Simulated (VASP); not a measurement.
# Pd (Fm-3m) in VASP: further runs

Pd is run at these levels: r2SCAN; tasks: single point, relaxation of cell and atoms.

Everything below comes from runs of VASP 6.6.1. Logs are shortened: lines on timing, memory, paths and dates and some standing lists are left out, and cuts for length are marked.

## (1) The cell of the first run

Symmetry: Fm-3m, No. 225, cubic system. Conventional cell: a = 3.907 Å, b = 3.907 Å, c = 3.907 Å, α = 90.00°, β = 90.00°, γ = 90.00°. Within 3.6 Å of Pd (site symmetry m-3m) lie 12 Pd at 2.76 Å.

## (2) Single point, r2SCAN

POSCAR reads:

```
Pd
1.0
    0.0000000000      1.9537422963      1.9537422963
    1.9537422963      0.0000000000      1.9537422963
    1.9537422963      1.9537422963      0.0000000000
Pd
1
Direct
    0.0000000000      0.0000000000      0.0000000000
```

INCAR.step1 reads:

```
SYSTEM = Pd
ALGO = Normal
EDIFF = 1E-4
ENCUT = 520
GGA = PE
ISMEAR = 0
LASPH = .TRUE.
LCHARG = .FALSE.
LREAL = .FALSE.
LWAVE = .TRUE.
NBANDS = 11
NELM = 100
PREC = Accurate
SIGMA = 0.1
```

INCAR.step2 reads:

```
SYSTEM = Pd
ALGO = Normal
EDIFF = 1E-6
ENCUT = 520
ISIF = 2
ISMEAR = 0
ISTART = 1
LASPH = .TRUE.
LCHARG = .FALSE.
LMIXTAU = .TRUE.
LREAL = .FALSE.
LWAVE = .FALSE.
METAGGA = R2SCAN
NBANDS = 11
NELM = 100
PREC = Accurate
SIGMA = 0.1
```

KPOINTS reads:

```
k-points
0
G
  18 18 18
  0 0 0
```

Potentials or basis: VASP PAW PBE potentials, release 64 (Pd).

Run with:

```bash
$ cat potpaw_PBE.64/Pd/POTCAR > POTCAR
$ cp INCAR.step1 INCAR
$ mpirun -np 1 vasp_std > vasp.out
$ cp INCAR.step2 INCAR
$ mpirun -np 1 vasp_std > vasp.out
```

OUTCAR:

```text
SYSTEM = Pd
   EDIFF = 1E-6
   ENCUT = 520
   ISIF = 2
   ISMEAR = 0
   ISTART = 1
   LASPH = .TRUE.
   LREAL = .FALSE.
   METAGGA = R2SCAN
   NELM = 100
   PREC = Accurate

 ion  position               nearest neighbor table
   1  0.000  0.000  0.000-

  LATTYP: Found a face centered cubic cell.
 ALAT       =     3.9074845926

  Lattice vectors:

 A1 = (   0.0000000000,   1.9537422963,   1.9537422963)
 A2 = (   1.9537422963,   0.0000000000,   1.9537422963)
 A3 = (   1.9537422963,   1.9537422963,   0.0000000000)

Analysis of symmetry for initial positions (statically):
=====================================================================
 Subroutine PRICEL returns:
 Original cell was already a primitive cell.

 Routine SETGRP: Setting up the symmetry group for a
 face centered cubic supercell.

 Subroutine GETGRP returns: Found 48 space group operations
 (whereof 48 operations were pure point group operations)
 out of a pool of 48 trial point group operations.

The static configuration has the point symmetry O_h .

Analysis of symmetry for dynamics (positions and initial velocities):
=====================================================================
 Subroutine PRICEL returns:
 Original cell was already a primitive cell.

 Routine SETGRP: Setting up the symmetry group for a
 face centered cubic supercell.

 Subroutine GETGRP returns: Found 48 space group operations
 (whereof 48 operations were pure point group operations)
 out of a pool of 48 trial point group operations.

The dynamic configuration has the point symmetry O_h .

 Subroutine INISYM returns: Found 48 space group operations
 (whereof 48 operations are pure point group operations),
 and found     1 'primitive' translations

----------------------------------------------------------------------------------------

                                     Primitive cell

  volume of cell :      14.9153

  direct lattice vectors                    reciprocal lattice vectors
     0.000000000  1.953742296  1.953742296    -0.255919115  0.255919115  0.255919115
     1.953742296  0.000000000  1.953742296     0.255919115 -0.255919115  0.255919115
     1.953742296  1.953742296  0.000000000     0.255919115  0.255919115 -0.255919115

  length of vectors
     2.763008853  2.763008853  2.763008853     0.443264910  0.443264910  0.443264910

  position of ions in fractional coordinates (direct lattice)
     0.000000000  0.000000000  0.000000000

  ion indices of the primitive-cell ions
   primitive index   ion index
                 1           1

----------------------------------------------------------------------------------------

 KPOINTS: k-points

Automatic generation of k-mesh.
 Grid dimensions read from file:
 generate k-points for:   18   18   18

 Generating k-lattice:

  Cartesian coordinates                     Fractional coordinates (reciprocal lattice)
    -0.014217729  0.014217729  0.014217729     0.055555556  0.000000000  0.000000000
     0.014217729 -0.014217729  0.014217729     0.000000000  0.055555556  0.000000000
     0.014217729  0.014217729 -0.014217729     0.000000000  0.000000000  0.055555556

  Length of vectors
     0.024625828  0.024625828  0.024625828

  Shift w.r.t. Gamma in fractional coordinates (k-lattice)
     0.000000000  0.000000000  0.000000000

 Subroutine IBZKPT returns following result:
 ===========================================

 Found    195 irreducible k-points:

 Following reciprocal coordinates:
            Coordinates               Weight
  0.000000  0.000000  0.000000      1.000000
  0.055556  0.000000  0.000000      8.000000
  0.111111  0.000000  0.000000      8.000000
  0.166667  0.000000  0.000000      8.000000
  0.222222  0.000000  0.000000      8.000000
  0.277778  0.000000  0.000000      8.000000
[... 16 lines left out ...]
 -0.277778  0.055556  0.000000     24.000000
 -0.222222  0.055556  0.000000     24.000000
 [... further k-points ...]
   k-points           NKPTS =    195   k-points in BZ     NKDIM =    195   number of bands    NBANDS=     11
   number of dos      NEDOS =    301   number of ions     NIONS =      1
   total plane-waves  NPLWV =  13824
   dimension x,y,z NGX =    24 NGY =   24 NGZ =   24
   dimension x,y,z NGXF=    48 NGYF=   48 NGZF=   48
   ions per type =               1
   NGX,Y,Z   is equivalent  to a cutoff of  14.44, 14.44, 14.44 a.u.
   NGXF,Y,Z  is equivalent  to a cutoff of  28.88, 28.88, 28.88 a.u.
 SYSTEM =  Pd
   PREC   = accura    normal or accurate (medium, high low for compatibility)
   ISTART =      1    job   : 0-new  1-cont  2-samecut
   ICHARG =      0    charge: 1-file 2-atom 10-const
   ISPIN  =      1    spin polarized calculation?
   LNONCOLLINEAR =      F non collinear calculations
   LSORBIT =      F    spin-orbit coupling
   LASPH  =      T    aspherical Exc in radial PAW
   ENCUT  =  520.0 eV  38.22 Ry    6.18 a.u.   5.14  5.14  5.14*2*pi/ulx,y,z
   NELM   =    100;   NELMIN=  2; NELMDL=  0     # of ELM steps
   EDIFF  = 0.1E-05   stopping-criterion for ELM
   LREAL  =      F    real-space projection
   EDIFFG = 0.1E-04   stopping-criterion for IOM
   NSW    =      0    number of steps for IOM
   IBRION =     -1    ionic relax: 0-MD 1-quasi-New 2-CG
   NFREE  =      0    steps in history (QN), initial steepest desc. (CG)
   ISIF   =      2    stress and relaxation
   ISYM   =      2    0-nonsym 1-usesym 2-fastsym
   POTIM  = 0.5000    time-step for ionic-motion
   TEBEG  =    0.0;   TEEND  =   0.0 temperature during run
   PSTRESS=    0.0 pullay stress
   NELECT =      10.0000    total number of electrons
   NUPDOWN=      -1.0000    fix difference up-down
   EMIN   =  10.00;   EMAX   =-10.00  energy-range for DOS
   EFERMI =   0.00;   METHOD = LEGACY
   ISMEAR =     0;   SIGMA  =   0.10  broadening in eV -4-tet -1-fermi 0-gaus
   EFERMI_NEDOS =   21; number of points for ismear=-14 and -15
   IALGO  =     38    algorithm
   IMIX   =      4    mixing-type and parameters
     AMIX     =   0.40;   BMIX     =  1.00
     AMIX_MAG =   1.60;   BMIX_MAG =  1.00
  volume/ion in A,a.u.               =      14.92       100.65
  Fermi-wavevector in a.u.,A,eV,Ry     =   1.432840  2.707674 27.933157  2.053029
  Thomas-Fermi vector in A             =   2.552423
   LORBIT       =      0    0 simple, 1 ext, 2 COOP (PROOUT), +10 PAW based schemes
   METAGGA = R2SCAN    functional components
   LHFCALC =     F    Hartree Fock is set to
   AEXX    =    0.0000 exact exchange contribution
   IVDW    =     0    specifies the selected vdW correction
   LEPSILON=     F    determine dielectric tensor
   LRPA    =     F    only Hartree local field effects (RPA)
 non-spin polarized calculation
 Gauss-broadening in eV      SIGMA  =   0.10
  energy-cutoff  :      520.00
  volume of cell :       14.92
 maximum number of plane-waves:       419
 NGX is ok and might be reduce to    24
   NGX = 11   NGY = 11   NGZ = 11

 number of electron       9.9999998 magnetization

 Free energy of the ion-electron system (eV)
  ---------------------------------------------------
  ext. energy  EPLUGINS =         0.00000000
  ---------------------------------------------------
  free energy    TOTEN  =       -22.95488184 eV

  energy without entropy =      -22.94392966  energy(sigma->0) =      -22.94940575

 E-fermi :   9.4213     XC(G=0): -14.0501

 val. band max:        9.4058583112   @ k =   0.5000   0.1111   0.0000
 cond. band min:       9.4291398821   @ k =  -0.4444   0.3889   0.1111
 fundamental gap:      0.0232815709
 Fermi energy:         9.4212646751

 k-point     1 :       0.0000    0.0000    0.0000
  band No.  band energies     occupation
      1       2.3209      2.00000
      2       6.5566      2.00000
      3       6.5566      2.00000
      4       6.5566      2.00000
      5       8.1373      2.00000
      6       8.1373      2.00000
      7      27.4397      0.00000
      8      31.9142      0.00000
      9      32.3625      0.00000
     10      32.3625      0.00000
     11      32.3625      0.00000

 k-point     2 :       0.0556    0.0000    0.0000
  band No.  band energies     occupation
      1       2.4364      2.00000
      2       6.5162      2.00000
      3       6.5966      2.00000
      4       6.5966      2.00000
      5       8.1184      2.00000
      6       8.1184      2.00000
      7      27.5571      0.00000
      8      31.5451      0.00000
      9      31.9533      0.00000
     10      32.4896      0.00000
     11      32.4896      0.00000

 k-point     3 :       0.1111    0.0000    0.0000
  band No.  band energies     occupation
      1       2.7692      2.00000
      2       6.4165      2.00000
      3       6.7004      2.00000
      4       6.7004      2.00000
      5       8.0797      2.00000
      6       8.0797      2.00000
      7      27.8063      0.00000
      8      29.9825      0.00000
      9      31.9364      0.00000
     10      32.8486      0.00000
     11      32.8486      0.00000

 k-point     4 :       0.1667    0.0000    0.0000
  band No.  band energies     occupation
      1       3.2678      2.00000
      2       6.3294      2.00000
      3       6.8145      2.00000
      4       6.8145      2.00000
      5       8.0784      2.00000
      6       8.0784      2.00000
      7      27.4078      0.00000
      8      28.8092      0.00000
      9      31.9322      0.00000
     10      33.3643      0.00000
     11      33.3643      0.00000
[... 239 lines left out ...]
 k-point    22 :      -0.3333    0.0556    0.0000
  band No.  band energies     occupation
      1       4.2950      2.00000
      2       6.6229      2.00000
      3       6.7035      2.00000
      4       7.8282      2.00000
      5       8.7007      2.00000
      6       9.4907      0.32606
      7      20.7331      0.00000
      8      27.5980      0.00000
      9      31.3741      0.00000
     10      31.9543      0.00000
     11      33.5519      0.00000

 k-point    23 :      -0.2778    0.0556    0.0000
  band No.  band energies     occupation
      1       4.2852      2.00000
      2       6.7084      2.00000
      3       6.8209      2.00000
      4       7.0094      2.00000
      5       8.3366      2.00000
      6       8.9651      2.00000
      7      22.8538      0.00000
      8      28.0986      0.00000
      9      31.8524      0.00000
     10      32.1042      0.00000
     11      35.0208      0.00000

 k-point    24 :      -0.2222    0.0556    0.0000
  band No.  band energies     occupation
      1       4.0419      2.00000
      2       6.3713      2.00000
      3       6.8800      2.00000
      4       6.9086      2.00000
      5       8.0361      2.00000
      6       8.5744      2.00000
      7      24.9857      0.00000
      8      28.5031      0.00000
      9      31.9156      0.00000
     10      32.5067      0.00000
     11      35.0666      0.00000

 [... further k-points ...]
[... 5 lines left out ...]
  --------------------------------------------------------------------------------------
  -------------------------------------------------------------------------------------
  Total        0.0605899      0.0605899      0.0605899      0.0000000      0.0000000     -0.0000000
  in kB        6.5084712      6.5084712      6.5084712      0.0000000      0.0000000     -0.0000000
  external PRESSURE =       6.5084712 kB  Pullay stress =       0.0000000 kB

 VOLUME and BASIS-vectors are now :
 -----------------------------------------------------------------------------
  energy-cutoff  :      520.00
  volume of cell :       14.92
      direct lattice vectors                 reciprocal lattice vectors
     0.000000000  1.953742296  1.953742296    -0.255919115  0.255919115  0.255919115
     1.953742296  0.000000000  1.953742296     0.255919115 -0.255919115  0.255919115
     1.953742296  1.953742296  0.000000000     0.255919115  0.255919115 -0.255919115

 POSITION                                       TOTAL-FORCE (eV/Angst)
 -----------------------------------------------------------------------------------
      0.00000      0.00000      0.00000         0.000000     -0.000000     -0.000000
 -----------------------------------------------------------------------------------
    total drift:                                0.000000     -0.000000     -0.000000

  FREE ENERGIE OF THE ION-ELECTRON SYSTEM (eV)
  ---------------------------------------------------
  free  energy   TOTEN  =       -22.9548818427 eV

  energy  without entropy=      -22.9439296584  energy(sigma->0) =      -22.94940575
```

It took 2.9 min on 1 thread of AMD EPYC 7R43 (Zen 3), shared host; peak memory 0.13 GiB.

What came out:

```yaml
Free_energy: -22.9549 eV
Pressure: 0.7 GPa
Band_gap_on_the_k_mesh: zero (band 5 reaches 9.73 eV, above the bottom of band 6 at 8.08 eV)
```

Caveat: the PAW data sets were made with another functional, which shifts forces and pressure a little.

(Continued in part 2 of 2.)
